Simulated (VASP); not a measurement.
# NaI (F-43m) in VASP: single point with HF

Aim: the single point of NaI with HF.

Program: VASP 6.6.1. These are calculated values, not measurements. Logs are shortened: lines on timing, memory, paths and dates and some standing lists are left out, and cuts for length are marked.

### Step 1. The cell of the first run

It takes space group F-43m (No. 216, cubic). The conventional cell has a = 7.086 Å, b = 7.086 Å, c = 7.086 Å, α = 90.00°, β = 90.00°, γ = 90.00°. Within 4.0 Å of Na (site symmetry -43m) lie 4 I at 3.07 Å. I (site symmetry -43m) has 4 Na at 3.07 Å within 4.0 Å.

### Step 2. Single point, HF

The input, POSCAR:

```
NaI
1.0
    0.0000000000      3.5431926705      3.5431926705
    3.5431926705      0.0000000000      3.5431926705
    3.5431926705      3.5431926705      0.0000000000
Na I
1 1
Direct
    0.0000000000      0.0000000000      0.0000000000
    0.2500000000      0.2500000000      0.2500000000
```

The input, INCAR.step1:

```
PREC = Accurate ; ENCUT = 520
EDIFF = 1E-5 ; ISMEAR = 0
SIGMA = 0.01 ; LREAL = False
LASPH = True ; NELM = 100
ALGO = Normal ; ISIF = 2
LWAVE = True ; NBANDS = 14
GGA = PE
```

The input, INCAR.step2:

```
PREC = Accurate ; ENCUT = 520
EDIFF = 1E-6 ; ISMEAR = 0
SIGMA = 0.01 ; LREAL = False
LASPH = True ; NELM = 100
ALGO = Normal ; ISIF = 2
LWAVE = False ; LCHARG = True
GGA = PE ; LHFCALC = True
AEXX = 1.0 ; ALDAC = 0.0
AGGAC = 0.0 ; PRECFOCK = Normal
LELF = True ; LVHAR = True
NBANDS = 14 ; ISTART = 1
```

The input, KPOINTS:

```
regular mesh
0
Gamma
  4 4 4
```

Potentials or basis: VASP PAW PBE potentials, release 64 (Na_pv, I).

On the command line:

```
$ cat potpaw_PBE.64/Na_pv/POTCAR potpaw_PBE.64/I/POTCAR > POTCAR
$ cp INCAR.step1 INCAR
$ mpirun -np 1 vasp_std > vasp.out
$ cp INCAR.step2 INCAR
$ mpirun -np 1 vasp_std > vasp.out
```

OUTCAR:

```text
PREC = Accurate
   ENCUT = 520
   EDIFF = 1E-6
   ISMEAR = 0
   LREAL = False
   LASPH = True
   NELM = 100
   ISIF = 2
   GGA = PE
   LHFCALC = True
   AEXX = 1.0
   PRECFOCK = Normal
   ISTART = 1

 ion  position               nearest neighbor table
   1  0.000  0.000  0.000-   2 3.07   2 3.07   2 3.07   2 3.07
   2  0.250  0.250  0.250-   1 3.07   1 3.07   1 3.07   1 3.07

  LATTYP: Found a face centered cubic cell.
 ALAT       =     7.0863853410

  Lattice vectors:

 A1 = (   0.0000000000,   3.5431926705,   3.5431926705)
 A2 = (   3.5431926705,   0.0000000000,   3.5431926705)
 A3 = (   3.5431926705,   3.5431926705,   0.0000000000)

Analysis of symmetry for initial positions (statically):
=====================================================================
 Subroutine PRICEL returns:
 Original cell was already a primitive cell.

 Routine SETGRP: Setting up the symmetry group for a
 face centered cubic supercell.

 Subroutine GETGRP returns: Found 24 space group operations
 (whereof 24 operations were pure point group operations)
 out of a pool of 48 trial point group operations.

The static configuration has the point symmetry T_d .

Analysis of symmetry for dynamics (positions and initial velocities):
=====================================================================
 Subroutine PRICEL returns:
 Original cell was already a primitive cell.

 Routine SETGRP: Setting up the symmetry group for a
 face centered cubic supercell.

 Subroutine GETGRP returns: Found 24 space group operations
 (whereof 24 operations were pure point group operations)
 out of a pool of 48 trial point group operations.

The dynamic configuration has the point symmetry T_d .

 Subroutine INISYM returns: Found 24 space group operations
 (whereof 24 operations are pure point group operations),
 and found     1 'primitive' translations

----------------------------------------------------------------------------------------

                                     Primitive cell

  volume of cell :      88.9640

  direct lattice vectors                    reciprocal lattice vectors
     0.000000000  3.543192670  3.543192670    -0.141115668  0.141115668  0.141115668
     3.543192670  0.000000000  3.543192670     0.141115668 -0.141115668  0.141115668
     3.543192670  3.543192670  0.000000000     0.141115668  0.141115668 -0.141115668

  length of vectors
     5.010831129  5.010831129  5.010831129     0.244419506  0.244419506  0.244419506

  position of ions in fractional coordinates (direct lattice)
     0.000000000  0.000000000  0.000000000
     0.250000000  0.250000000  0.250000000

  ion indices of the primitive-cell ions
   primitive index   ion index
                 1           1
                 2           2

----------------------------------------------------------------------------------------

 KPOINTS: regular mesh

Automatic generation of k-mesh.
 Grid dimensions read from file:
 generate k-points for:    4    4    4

 Generating k-lattice:

  Cartesian coordinates                     Fractional coordinates (reciprocal lattice)
    -0.035278917  0.035278917  0.035278917     0.250000000  0.000000000  0.000000000
     0.035278917 -0.035278917  0.035278917     0.000000000  0.250000000  0.000000000
     0.035278917  0.035278917 -0.035278917     0.000000000  0.000000000  0.250000000

  Length of vectors
     0.061104877  0.061104877  0.061104877

  Shift w.r.t. Gamma in fractional coordinates (k-lattice)
     0.000000000  0.000000000  0.000000000

 Subroutine IBZKPT returns following result:
 ===========================================

 Found      8 irreducible k-points:

 Following reciprocal coordinates:
            Coordinates               Weight
  0.000000  0.000000  0.000000      1.000000
  0.250000  0.000000  0.000000      8.000000
  0.500000  0.000000  0.000000      4.000000
  0.250000  0.250000  0.000000      6.000000
  0.500000  0.250000  0.000000     24.000000
 -0.250000  0.250000  0.000000     12.000000
  0.500000  0.500000  0.000000      3.000000
 -0.250000  0.500000  0.250000      6.000000
   k-points           NKPTS =      8   k-points in BZ     NKDIM =     64   number of bands    NBANDS=     14
   number of dos      NEDOS =    301   number of ions     NIONS =      2
   total plane-waves  NPLWV =  64000
   dimension x,y,z NGX =    40 NGY =   40 NGZ =   40
   dimension x,y,z NGXF=    80 NGYF=   80 NGZF=   80
   ions per type =               1   1
   NGX,Y,Z   is equivalent  to a cutoff of  13.27, 13.27, 13.27 a.u.
   NGXF,Y,Z  is equivalent  to a cutoff of  26.54, 26.54, 26.54 a.u.
 SYSTEM =  unknown system
   PREC   = accura    normal or accurate (medium, high low for compatibility)
   ISTART =      1    job   : 0-new  1-cont  2-samecut
   ICHARG =      0    charge: 1-file 2-atom 10-const
   ISPIN  =      1    spin polarized calculation?
   LNONCOLLINEAR =      F non collinear calculations
   LSORBIT =      F    spin-orbit coupling
   LASPH  =      T    aspherical Exc in radial PAW
   ENCUT  =  520.0 eV  38.22 Ry    6.18 a.u.   9.32  9.32  9.32*2*pi/ulx,y,z
   NELM   =    100;   NELMIN=  2; NELMDL=  0     # of ELM steps
   EDIFF  = 0.1E-05   stopping-criterion for ELM
   LREAL  =      F    real-space projection
   EDIFFG = 0.1E-04   stopping-criterion for IOM
   NSW    =      0    number of steps for IOM
   IBRION =     -1    ionic relax: 0-MD 1-quasi-New 2-CG
   NFREE  =      0    steps in history (QN), initial steepest desc. (CG)
   ISIF   =      2    stress and relaxation
   ISYM   =      3    0-nonsym 1-usesym 2-fastsym
   POTIM  = 0.5000    time-step for ionic-motion
   TEBEG  =    0.0;   TEEND  =   0.0 temperature during run
   PSTRESS=    0.0 pullay stress
   NELECT =      14.0000    total number of electrons
   NUPDOWN=      -1.0000    fix difference up-down
   EMIN   =  10.00;   EMAX   =-10.00  energy-range for DOS
   EFERMI =   0.00;   METHOD = LEGACY
   ISMEAR =     0;   SIGMA  =   0.01  broadening in eV -4-tet -1-fermi 0-gaus
   EFERMI_NEDOS =   21; number of points for ismear=-14 and -15
   IALGO  =     38    algorithm
   IMIX   =      1    mixing-type and parameters
     AMIX     =   0.40;   BMIX     =  1.00
     AMIX_MAG =   1.60;   BMIX_MAG =  1.00
  volume/ion in A,a.u.               =      44.48       300.18
  Fermi-wavevector in a.u.,A,eV,Ry     =   0.883852  1.670238 10.628788  0.781194
  Thomas-Fermi vector in A             =   2.004673
   LORBIT       =      0    0 simple, 1 ext, 2 COOP (PROOUT), +10 PAW based schemes
   GGA     = PE    functional components
   LHFCALC =     T    Hartree Fock is set to
   PRECFOCK=normal    Normal, Fast or Accurate (Low or Medium for compatibility)
   ENCUT4O =  -1.0   cutoff for four orbital integrals eV
   NKREDX  =     1    reduce k-point grid by
   NKREDY  =     1    reduce k-point grid by
   NKREDZ  =     1    reduce k-point grid by
   AEXX    =    1.0000 exact exchange contribution
   HFSCREEN=    0.0000 screening length (either q_TF or 0.3 A-1)
   HFSCREENC=   0.0000 screening length for correlation (either q_TF or 0.3 A-1)
   ENCUTFOCK=  -1.0 apply spherical cutoff to Coloumb kernel
   IVDW    =     0    specifies the selected vdW correction
   LEPSILON=     F    determine dielectric tensor
   LRPA    =     F    only Hartree local field effects (RPA)
 non-spin polarized calculation
 Gauss-broadening in eV      SIGMA  =   0.01
  energy-cutoff  :      520.00
  volume of cell :       88.96
 maximum number of plane-waves:      2421
 NGX is ok and might be reduce to    40
  NGX = 28; NGY = 28; NGZ = 28

 number of electron      14.0000001 magnetization

 Free energy of the ion-electron system (eV)
  ---------------------------------------------------
  ext. energy  EPLUGINS =         0.00000000
  ---------------------------------------------------
  free energy    TOTEN  =       -10.32064749 eV

  energy without entropy =      -10.32064749  energy(sigma->0) =      -10.32064749

 E-fermi :  -4.4057     XC(G=0):   0.0000

 val. band max:       -4.5419768653   @ k =   0.0000   0.0000   0.0000
 cond. band min:       6.0206921655   @ k =   0.0000   0.0000   0.0000
 fundamental gap:     10.5626690308
 Fermi energy:        -4.4056722582

 k-point     1 :       0.0000    0.0000    0.0000
  band No.  band energies     occupation
      1     -35.9050      2.00000
      2     -35.9050      2.00000
      3     -35.9050      2.00000
      4     -18.4662      2.00000
      5      -4.5420      2.00000
      6      -4.5420      2.00000
      7      -4.5420      2.00000
      8       6.0207      0.00000
      9      10.7543      0.00000
     10      10.7543      0.00000
     11      10.7543      0.00000
     12      12.8051      0.00000
     13      12.8051      0.00000
     14      13.9485      0.00000

 k-point     2 :       0.2500    0.0000    0.0000
  band No.  band energies     occupation
      1     -35.9065      2.00000
      2     -35.9053      2.00000
      3     -35.9053      2.00000
      4     -18.3630      2.00000
      5      -5.4016      2.00000
      6      -4.6344      2.00000
      7      -4.6344      2.00000
      8       7.2010      0.00000
      9      10.0546      0.00000
     10      10.7886      0.00000
     11      10.7886      0.00000
     12      12.3915      0.00000
     13      12.3915      0.00000
     14      12.9409      0.00000
[... 71 lines left out ...]
      1     -35.9080      2.00000
      2     -35.9063      2.00000
      3     -35.9063      2.00000
      4     -18.1872      2.00000
      5      -5.9947      2.00000
      6      -5.0805      2.00000
      7      -5.0805      2.00000
      8       7.1290      0.00000
      9       8.7410      0.00000
     10      12.1191      0.00000
     11      13.4698      0.00000
     12      13.4698      0.00000
     13      15.1416      0.00000
     14      15.6290      0.00000

 k-point     8 :      -0.2500    0.5000    0.2500
  band No.  band energies     occupation
      1     -35.9077      2.00000
      2     -35.9065      2.00000
      3     -35.9063      2.00000
      4     -18.1863      2.00000
      5      -5.6209      2.00000
      6      -5.5126      2.00000
      7      -5.1288      2.00000
      8       8.0905      0.00000
      9      10.0371      0.00000
     10      10.4454      0.00000
     11      10.6095      0.00000
     12      14.1090      0.00000
     13      14.3152      0.00000
     14      15.6577      0.00000

------------------------ aborting loop because EDIFF is reached ----------------------------------------

  FORCE on cell =-STRESS in cart. coord.  units (eV):
  Direction    XX          YY          ZZ          XY          YZ          ZX
  --------------------------------------------------------------------------------------
  -------------------------------------------------------------------------------------
  Total        0.5715932      0.5715932      0.5715932      0.0000000     -0.0000000      0.0000000
  in kB       10.2939804     10.2939804     10.2939804      0.0000000     -0.0000000      0.0000000
  external PRESSURE =      10.2939804 kB  Pullay stress =       0.0000000 kB

 VOLUME and BASIS-vectors are now :
 -----------------------------------------------------------------------------
  energy-cutoff  :      520.00
  volume of cell :       88.96
      direct lattice vectors                 reciprocal lattice vectors
     0.000000000  3.543192670  3.543192670    -0.141115668  0.141115668  0.141115668
     3.543192670  0.000000000  3.543192670     0.141115668 -0.141115668  0.141115668
     3.543192670  3.543192670  0.000000000     0.141115668  0.141115668 -0.141115668

 POSITION                                       TOTAL-FORCE (eV/Angst)
 -----------------------------------------------------------------------------------
      0.00000      0.00000      0.00000        -0.000000     -0.000000      0.000000
      1.77160      1.77160      1.77160         0.000000      0.000000      0.000000
 -----------------------------------------------------------------------------------
    total drift:                               -0.000003     -0.000001     -0.000000

  FREE ENERGIE OF THE ION-ELECTRON SYSTEM (eV)
  ---------------------------------------------------
  free  energy   TOTEN  =       -10.3206474901 eV

  energy  without entropy=      -10.3206474901  energy(sigma->0) =      -10.32064749
```

Wall time 16 min (1 thread of Oxide Virtual Turin-like, shared host); peak memory 0.22 GiB.

What came out:

```
Free energy            : -10.3206 eV
Pressure               : 1.0 GPa
Band gap on the k mesh : 10.56 eV, direct
```

Caveat: the PAW data sets were made with another functional, which shifts forces and pressure a little; spin-orbit coupling is left out, which moves the levels of the heavy elements.
